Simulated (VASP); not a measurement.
# Mn (Im-3m) in VASP: further runs

The runs below take Mn through single point, with PBE+U.

Everything below comes from runs of VASP 6.6.1. Logs are shortened: lines on timing, memory, paths and dates and some standing lists are left out, and cuts for length are marked.

### Step 1. The cell of the first run

The structure is cubic, space group Im-3m (No. 229). Conventional cell: a = 3.081 Å, b = 3.081 Å, c = 3.081 Å, α = 90.00°, β = 90.00°, γ = 90.00°. Within 3.5 Å of Mn (site symmetry m-3m) lie 14 Mn at 2.67 to 3.08 Å.

### Step 2. Single point, PBE+U, collinear spin, ferromagnetic start

The input, INCAR:

```
SYSTEM = Mn
PREC     = Accurate       ! precision mode
ENCUT    = 500            ! plane-wave cutoff, eV
EDIFF    = 1E-6           ! SCF threshold, eV
ISMEAR   = -1             ! smearing method
SIGMA    = 0.1            ! smearing width, eV
LREAL    = .False.        ! projectors in reciprocal space
LASPH    = .True.         ! aspherical terms in the spheres
NELM     = 200            ! most SCF steps
ALGO     = Normal         ! electronic algorithm
ISIF     = 2              ! what is computed and relaxed
LWAVE    = .False.        ! write WAVECAR
LCHARG   = .False.        ! write CHGCAR
ISPIN    = 2              ! spin polarisation
MAGMOM   = 4.5            ! initial moments
LORBIT   = 11             ! projections on sites
LMAXMIX  = 4              ! l up to which the mixer works
LDAU     = .True.         ! DFT+U
LDAUTYPE = 2            
LDAUL    = 2              ! shell
LDAUU    = 6.3            ! U, eV
LDAUJ    = 0            
LDAUPRINT= 1            
GGA      = PE             ! functional
NBANDS   = 16             ! bands
GGA_COMPAT= .False.
```

The input, KPOINTS:

```
Automatic mesh
0
Gamma
  6 6 6
  0 0 0
```

The input, POSCAR:

```
Mn
1.0
   -1.5405000000      1.5405000000      1.5405000000
    1.5405000000     -1.5405000000      1.5405000000
    1.5405000000      1.5405000000     -1.5405000000
Mn
1
Direct
    0.0000000000      0.0000000000      0.0000000000
```

Potentials or basis: VASP PAW PBE potentials, release 64 (Mn_pv).

On the command line:

```sh
cat potpaw_PBE.64/Mn_pv/POTCAR > POTCAR
mpirun -np 1 vasp_std > vasp.out
```

OUTCAR:

```text
SYSTEM = Mn
   PREC = Accurate
   ENCUT = 500
   EDIFF = 1E-6
   ISMEAR = -1
   LREAL = .False.
   LASPH = .True.
   NELM = 200
   ISIF = 2
   ISPIN = 2
   LORBIT = 11
   GGA = PE

 ion  position               nearest neighbor table
   1  0.000  0.000  0.000-

  LATTYP: Found a body centered cubic cell.
 ALAT       =     3.0810000000

  Lattice vectors:

 A1 = (  -1.5405000000,   1.5405000000,   1.5405000000)
 A2 = (   1.5405000000,  -1.5405000000,   1.5405000000)
 A3 = (   1.5405000000,   1.5405000000,  -1.5405000000)

Analysis of symmetry for initial positions (statically):
=====================================================================
 Subroutine PRICEL returns:
 Original cell was already a primitive cell.

 Routine SETGRP: Setting up the symmetry group for a
 body centered cubic supercell.

 Subroutine GETGRP returns: Found 48 space group operations
 (whereof 48 operations were pure point group operations)
 out of a pool of 48 trial point group operations.

The static configuration has the point symmetry O_h .

Analysis of symmetry for dynamics (positions and initial velocities):
=====================================================================
 Subroutine PRICEL returns:
 Original cell was already a primitive cell.

 Routine SETGRP: Setting up the symmetry group for a
 body centered cubic supercell.

 Subroutine GETGRP returns: Found 48 space group operations
 (whereof 48 operations were pure point group operations)
 out of a pool of 48 trial point group operations.

The dynamic configuration has the point symmetry O_h .

Analysis of structural, dynamic, and magnetic symmetry:
=====================================================================
 Subroutine PRICEL returns:
 Original cell was already a primitive cell.

 Routine SETGRP: Setting up the symmetry group for a
 body centered cubic supercell.

 Subroutine GETGRP returns: Found 48 space group operations
 (whereof 48 operations were pure point group operations)
 out of a pool of 48 trial point group operations.

The overall configuration has the point symmetry O_h .

 Subroutine INISYM returns: Found 48 space group operations
 (whereof 48 operations are pure point group operations),
 and found     1 'primitive' translations

----------------------------------------------------------------------------------------

                                     Primitive cell

  volume of cell :      14.6233

  direct lattice vectors                    reciprocal lattice vectors
    -1.540500000  1.540500000  1.540500000     0.000000000  0.324569945  0.324569945
     1.540500000 -1.540500000  1.540500000     0.324569945  0.000000000  0.324569945
     1.540500000  1.540500000 -1.540500000     0.324569945  0.324569945  0.000000000

  length of vectors
     2.668224269  2.668224269  2.668224269     0.459011218  0.459011218  0.459011218

  position of ions in fractional coordinates (direct lattice)
     0.000000000  0.000000000  0.000000000

  ion indices of the primitive-cell ions
   primitive index   ion index
                 1           1

----------------------------------------------------------------------------------------

 KPOINTS: Automatic mesh

Automatic generation of k-mesh.
 Grid dimensions read from file:
 generate k-points for:    6    6    6

 Generating k-lattice:

  Cartesian coordinates                     Fractional coordinates (reciprocal lattice)
     0.000000000  0.054094991  0.054094991     0.166666667  0.000000000  0.000000000
     0.054094991  0.000000000  0.054094991     0.000000000  0.166666667  0.000000000
     0.054094991  0.054094991  0.000000000     0.000000000  0.000000000  0.166666667

  Length of vectors
     0.076501870  0.076501870  0.076501870

[... 51 lines left out ...]
   ISYM   =      2    0-nonsym 1-usesym 2-fastsym
   POTIM  = 0.5000    time-step for ionic-motion
   TEBEG  =    0.0;   TEEND  =   0.0 temperature during run
   PSTRESS=    0.0 pullay stress
   NELECT =      13.0000    total number of electrons
   NUPDOWN=      -1.0000    fix difference up-down
   EMIN   =  10.00;   EMAX   =-10.00  energy-range for DOS
   EFERMI =   0.00;   METHOD = LEGACY
   ISMEAR =    -1;   SIGMA  =   0.10  broadening in eV -4-tet -1-fermi 0-gaus
   EFERMI_NEDOS =   21; number of points for ismear=-14 and -15
   IALGO  =     38    algorithm
   IMIX   =      4    mixing-type and parameters
     AMIX     =   0.40;   BMIX     =  1.00
     AMIX_MAG =   1.60;   BMIX_MAG =  1.00
  volume/ion in A,a.u.               =      14.62        98.68
  Fermi-wavevector in a.u.,A,eV,Ry     =   1.574131  2.974677 33.713725  2.477889
  Thomas-Fermi vector in A             =   2.675311
   LORBIT       =     11    0 simple, 1 ext, 2 COOP (PROOUT), +10 PAW based schemes
 LDA+U is selected, type is set to LDAUTYPE =  2
   angular momentum for each species LDAUL =     2
   U (eV)           for each species LDAUU =   6.3
   J (eV)           for each species LDAUJ =   0.0
   GGA     = PE    functional components
   LHFCALC =     F    Hartree Fock is set to
   AEXX    =    0.0000 exact exchange contribution
   IVDW    =     0    specifies the selected vdW correction
   LEPSILON=     F    determine dielectric tensor
   LRPA    =     F    only Hartree local field effects (RPA)
 spin polarized calculation
  energy-cutoff  :      500.00
  volume of cell :       14.62
 maximum number of plane-waves:       384
   NGX =  9   NGY =  9   NGZ =  9

atom =   1  type =  1  l = 2

 onsite density matrix

spin component  1

  0.9220  0.0000 -0.0000  0.0000  0.0000
  0.0000  0.9220  0.0000  0.0000  0.0000
 -0.0000  0.0000  0.9265  0.0000  0.0000
  0.0000  0.0000  0.0000  0.9220  0.0000
  0.0000  0.0000  0.0000  0.0000  0.9265

spin component  2

  0.0398 -0.0000  0.0000 -0.0000 -0.0000
 -0.0000  0.0398  0.0000  0.0000 -0.0000
  0.0000  0.0000  0.0984  0.0000  0.0000
 -0.0000  0.0000  0.0000  0.0398 -0.0000
 -0.0000 -0.0000  0.0000 -0.0000  0.0984

 occupancies and eigenvectors

  o =  0.0398  v =  0.0000  0.0000  0.0000  0.0000  0.0000 -0.1866 -0.9753  0.0000  0.1180 -0.0000      0.0000  0.0000  0.0000  0.0000  0.0000  0.0000  0.0000  0.0000  0.0000  0.0000
  o =  0.0398  v =  0.0000  0.0000  0.0000  0.0000  0.0000  0.9765 -0.1710 -0.0000  0.1309  0.0000      0.0000  0.0000  0.0000  0.0000  0.0000  0.0000  0.0000  0.0000  0.0000  0.0000
  o =  0.0398  v =  0.0000  0.0000  0.0000  0.0000  0.0000 -0.1075  0.1397 -0.0000  0.9843 -0.0000      0.0000  0.0000  0.0000  0.0000  0.0000  0.0000  0.0000  0.0000  0.0000  0.0000
  o =  0.0984  v =  0.0000  0.0000  0.0000  0.0000  0.0000  0.0000  0.0000  0.9997  0.0000 -0.0248      0.0000  0.0000  0.0000  0.0000  0.0000  0.0000  0.0000  0.0000  0.0000  0.0000
  o =  0.0984  v =  0.0000  0.0000  0.0000  0.0000  0.0000 -0.0000 -0.0000  0.0248  0.0000  0.9997      0.0000  0.0000  0.0000  0.0000  0.0000  0.0000  0.0000  0.0000  0.0000  0.0000
  o =  0.9220  v =  0.0000  0.5185  0.0000 -0.8551  0.0000  0.0000  0.0000  0.0000  0.0000  0.0000      0.0000  0.0000  0.0000  0.0000  0.0000  0.0000  0.0000  0.0000  0.0000  0.0000
  o =  0.9220  v =  0.5319 -0.7241 -0.0000 -0.4391  0.0000  0.0000  0.0000  0.0000  0.0000  0.0000      0.0000  0.0000  0.0000  0.0000  0.0000  0.0000  0.0000  0.0000  0.0000  0.0000
  o =  0.9220  v = -0.8468 -0.4548 -0.0000 -0.2758  0.0000  0.0000  0.0000  0.0000  0.0000  0.0000      0.0000  0.0000  0.0000  0.0000  0.0000  0.0000  0.0000  0.0000  0.0000  0.0000
  o =  0.9265  v =  0.0000 -0.0000 -0.0068 -0.0000 -1.0000  0.0000  0.0000  0.0000  0.0000  0.0000      0.0000  0.0000  0.0000  0.0000  0.0000  0.0000  0.0000  0.0000  0.0000  0.0000
  o =  0.9265  v =  0.0000  0.0000 -1.0000  0.0000  0.0068  0.0000  0.0000  0.0000  0.0000  0.0000      0.0000  0.0000  0.0000  0.0000  0.0000  0.0000  0.0000  0.0000  0.0000  0.0000

 number of electron      12.9999990 magnetization       4.3422750

 Free energy of the ion-electron system (eV)
  ---------------------------------------------------
  ext. energy  EPLUGINS =         0.00000000
  ---------------------------------------------------
  free energy    TOTEN  =        -5.42471033 eV

  energy without entropy =       -5.40300274  energy(sigma->0) =       -5.41385653

 E-fermi :   8.5218     XC(G=0): -12.0937

 val. band max:        8.4972248180   @ k =  -0.3333   0.5000   0.1667
 cond. band min:       8.7002153084   @ k =   0.3333   0.1667   0.0000
 fundamental gap:      0.2029904904
 Fermi energy:         8.5217715583

 spin component 1

 k-point     1 :       0.0000    0.0000    0.0000
  band No.  band energies     occupation
      1     -41.8523      1.00000
      2     -41.8523      1.00000
      3     -41.8523      1.00000
      4      -0.5008      1.00000
      5       2.4913      1.00000
      6       2.4913      1.00000
[... 280 lines left out ...]
      2     -42.0496      1.00000
      3     -42.0496      1.00000
      4       1.0138      1.00000
      5       1.0138      1.00000
      6       4.4063      1.00000
[... 8 lines left out ...]
     15      36.9527      0.00000
     16      39.0090      0.00000
 Fermi energy:         8.5217715583

 spin component 2

 k-point     1 :       0.0000    0.0000    0.0000
  band No.  band energies     occupation
      1     -37.2695      1.00000
      2     -37.2695      1.00000
      3     -37.2695      1.00000
      4       0.3039      1.00000
      5      11.7306      0.00000
      6      11.7306      0.00000
[... 281 lines left out ...]
      3     -37.4954      1.00000
      4       7.6625      0.99981
      5       7.6625      0.99981
      6      14.3335      0.00000
[... 8 lines left out ...]
     15      40.6979      0.00000
     16      43.4522      0.00000

------------------------ aborting loop because EDIFF is reached ----------------------------------------

  FORCE on cell =-STRESS in cart. coord.  units (eV):
  Direction    XX          YY          ZZ          XY          YZ          ZX
  --------------------------------------------------------------------------------------
  -------------------------------------------------------------------------------------
  Total        3.0821320      3.0821320      3.0821320     -0.0000000     -0.0000000      0.0000000
  in kB      337.6888442    337.6888442    337.6888442     -0.0000000     -0.0000000      0.0000000
  external PRESSURE =     337.6888442 kB  Pullay stress =       0.0000000 kB

 VOLUME and BASIS-vectors are now :
 -----------------------------------------------------------------------------
  energy-cutoff  :      500.00
  volume of cell :       14.62
      direct lattice vectors                 reciprocal lattice vectors
    -1.540500000  1.540500000  1.540500000     0.000000000  0.324569945  0.324569945
     1.540500000 -1.540500000  1.540500000     0.324569945  0.000000000  0.324569945
     1.540500000  1.540500000 -1.540500000     0.324569945  0.324569945  0.000000000

 POSITION                                       TOTAL-FORCE (eV/Angst)
 -----------------------------------------------------------------------------------
      0.00000      0.00000      0.00000         0.000000     -0.000000     -0.000000
 -----------------------------------------------------------------------------------
    total drift:                                0.000000     -0.000000      0.000000

  FREE ENERGIE OF THE ION-ELECTRON SYSTEM (eV)
  ---------------------------------------------------
  free  energy   TOTEN  =        -5.4247103277 eV

  energy  without entropy=       -5.4030027353  energy(sigma->0) =       -5.41385653

 total charge

# of ion       s       p       d       tot
------------------------------------------
    1        0.364   6.296   4.915  11.575

 magnetization (x)

# of ion       s       p       d       tot
------------------------------------------
    1       -0.002  -0.004   4.292   4.286
```

Run time: 4.8 s. Hardware: 1 thread of Intel Xeon 6975P-C (Granite Rapids), shared host; peak memory 0.12 GiB.

Results:

```
Free energy                                           : -5.4247 eV
Pressure                                              : 33.8 GPa
Net moment                                            : 4.34 μB per cell
Site moments                                          : Mn +4.29 μB
Valence electrons inside the program's atomic spheres : Mn 11.57
```

Eigenvalues of the final occupation matrices:
```csv
site,spin,trace,eigenvalues
site 1 d,1,4.62,0.92 0.92 0.92 0.93 0.93
site 1 d,2,0.32,0.04 0.04 0.04 0.10 0.10
```

Caveat: the k points lie up to 0.48 Å⁻¹ apart; the U is typed as a test and isn't derived for this compound. The state reached can hang on the start; a lower one may exist.

### Step 3. Single point, PBE+U, collinear spin, ferromagnetic start

The input, INCAR:

```
SYSTEM = Mn
PREC = Accurate
ENCUT = 500
EDIFF = 1E-6
ISMEAR = -1
SIGMA = 0.003
LREAL = .False.
LASPH = .True.
NELM = 200
ALGO = Normal
ISIF = 2
LWAVE = .False.
LCHARG = .True.
ISPIN = 2
MAGMOM = 4.5
LORBIT = 11
LMAXMIX = 4
LDAU = .True.
LDAUTYPE = 2
LDAUL = 2
LDAUU = 6.3
LDAUJ = 0
LDAUPRINT = 1
GGA = PE
LELF = .True.
LVHAR = .True.
NBANDS = 16
GGA_COMPAT = .False.
```

The input, KPOINTS:

```
regular mesh
0
Gamma
  11 11 11
  0 0 0
```

POSCAR is that of step 2.

Potentials or basis: VASP PAW PBE potentials, release 64 (Mn_pv).

On the command line:

```sh
cat potpaw_PBE.64/Mn_pv/POTCAR > POTCAR
mpirun -np 1 vasp_std > vasp.out
```

OUTCAR:

```text
SYSTEM = Mn
   PREC = Accurate
   ENCUT = 500
   EDIFF = 1E-6
   ISMEAR = -1
   LREAL = .False.
   LASPH = .True.
   NELM = 200
   ISIF = 2
   ISPIN = 2
   LORBIT = 11
   GGA = PE

 ion  position               nearest neighbor table
   1  0.000  0.000  0.000-

  LATTYP: Found a body centered cubic cell.
 ALAT       =     3.0810000000

  Lattice vectors:

 A1 = (  -1.5405000000,   1.5405000000,   1.5405000000)
 A2 = (   1.5405000000,  -1.5405000000,   1.5405000000)
 A3 = (   1.5405000000,   1.5405000000,  -1.5405000000)

Analysis of symmetry for initial positions (statically):
=====================================================================
 Subroutine PRICEL returns:
 Original cell was already a primitive cell.

 Routine SETGRP: Setting up the symmetry group for a
 body centered cubic supercell.

 Subroutine GETGRP returns: Found 48 space group operations
 (whereof 48 operations were pure point group operations)
 out of a pool of 48 trial point group operations.

The static configuration has the point symmetry O_h .

Analysis of symmetry for dynamics (positions and initial velocities):
=====================================================================
[... 207 lines left out ...]

 val. band max:        8.5010398435   @ k =   0.2727   0.2727   0.0909
 cond. band min:       8.5541993791   @ k =   0.3636   0.1818   0.0000
 fundamental gap:      0.0531595356
 Fermi energy:         8.5498052556

 spin component 1

 k-point     1 :       0.0000    0.0000    0.0000
  band No.  band energies     occupation
      1     -41.8593      1.00000
      2     -41.8593      1.00000
      3     -41.8593      1.00000
      4      -0.4635      1.00000
      5       2.5061      1.00000
      6       2.5061      1.00000
[... 895 lines left out ...]
      5       7.9779      1.00000
      6       9.4938      0.00000
[... 8 lines left out ...]
     15      38.3896      0.00000
     16      41.6988      0.00000

 [... further k-points ...]
[... 5 lines left out ...]
  --------------------------------------------------------------------------------------
  -------------------------------------------------------------------------------------
  Total        2.9524181      2.9524181      2.9524181      0.0000000      0.0000000     -0.0000000
  in kB      323.4769505    323.4769505    323.4769505      0.0000000      0.0000000     -0.0000000
  external PRESSURE =     323.4769505 kB  Pullay stress =       0.0000000 kB

 VOLUME and BASIS-vectors are now :
 -----------------------------------------------------------------------------
  energy-cutoff  :      500.00
  volume of cell :       14.62
      direct lattice vectors                 reciprocal lattice vectors
    -1.540500000  1.540500000  1.540500000     0.000000000  0.324569945  0.324569945
     1.540500000 -1.540500000  1.540500000     0.324569945  0.000000000  0.324569945
     1.540500000  1.540500000 -1.540500000     0.324569945  0.324569945  0.000000000

 POSITION                                       TOTAL-FORCE (eV/Angst)
 -----------------------------------------------------------------------------------
      0.00000      0.00000      0.00000        -0.000000     -0.000000      0.000000
 -----------------------------------------------------------------------------------
    total drift:                                0.000000     -0.000000      0.000000

  FREE ENERGIE OF THE ION-ELECTRON SYSTEM (eV)
  ---------------------------------------------------
  free  energy   TOTEN  =        -5.4050978281 eV

  energy  without entropy=       -5.4050203478  energy(sigma->0) =       -5.40505909

 total charge

# of ion       s       p       d       tot
------------------------------------------
    1        0.362   6.294   4.918  11.574

 magnetization (x)

# of ion       s       p       d       tot
------------------------------------------
    1       -0.007  -0.015   4.274   4.251
```

OSZICAR:

```text
N       E                     dE             d eps       ncg     rms          rms(c)
DAV:   1     0.956796320915E+02    0.95680E+02   -0.70781E+03  3600   0.965E+02
DAV:   2    -0.168526518933E+01   -0.97365E+02   -0.91229E+02  3928   0.264E+02
DAV:   3    -0.387736825943E+01   -0.21921E+01   -0.21900E+01  4280   0.433E+01
DAV:   4    -0.388867139242E+01   -0.11303E-01   -0.11303E-01  4264   0.305E+00
DAV:   5    -0.388879007857E+01   -0.11869E-03   -0.11868E-03  4448   0.301E-01    0.850E+00
DAV:   6    -0.504314641895E+01   -0.11544E+01   -0.14755E+00  4264   0.187E+01    0.758E+00
DAV:   7    -0.534006965625E+01   -0.29692E+00   -0.16381E-01  4320   0.467E+00    0.431E+00
DAV:   8    -0.540899745077E+01   -0.68928E-01   -0.38007E-02  4264   0.206E+00    0.179E+00
DAV:   9    -0.540392536752E+01    0.50721E-02   -0.19759E-03  4896   0.593E-01    0.193E-01
DAV:  10    -0.540507006613E+01   -0.11447E-02   -0.32186E-04  4176   0.220E-01    0.891E-02
DAV:  11    -0.540504350010E+01    0.26566E-04   -0.77443E-05  4728   0.790E-02    0.362E-02
DAV:  12    -0.540509423536E+01   -0.50735E-04   -0.10531E-05  4240   0.386E-02    0.165E-02
DAV:  13    -0.540509542935E+01   -0.11940E-05   -0.35558E-06  4152   0.177E-02    0.105E-02
DAV:  14    -0.540509783758E+01   -0.24082E-05   -0.60539E-07  4040   0.112E-02    0.298E-03
DAV:  15    -0.540509782811E+01    0.94713E-08   -0.53228E-08  1856   0.227E-03
   1 F= -.54050978E+01 E0= -.54050591E+01  d E =-.774803E-04  mag=     4.2788
```

stdout:

```text
POSCAR found type information on POSCAR Mn
 POSCAR found :  1 types and       1 ions
 scaLAPACK will be used
 LDA part: xc-table for (Slater+PW92), standard interpolation
 POSCAR, INCAR and KPOINTS ok, starting setup
 FFT: planning ... GRIDC
 FFT: planning ... GRID_SOFT
 FFT: planning ... GRID
 WAVECAR not read
 entering main loop
```

Run time: 13 s. Hardware: 1 thread of Intel Xeon 6975P-C (Granite Rapids), shared host; peak memory 0.13 GiB.

Results:

| Item | Value |
| --- | --- |
| Free energy | -5.4051 eV |
| Pressure | 32.3 GPa |
| Net moment | 4.28 μB per cell |
| Site moments | Mn +4.25 μB |
| Valence electrons inside the program's atomic spheres | Mn 11.57 |

Eigenvalues of the final occupation matrices:
```tsv
site	spin	trace	eigenvalues
site 1 d	1	4.61	0.92 0.92 0.92 0.93 0.93
site 1 d	2	0.33	0.04 0.04 0.04 0.10 0.10
```

Caveat: the U is typed as a test and isn't derived for this compound.
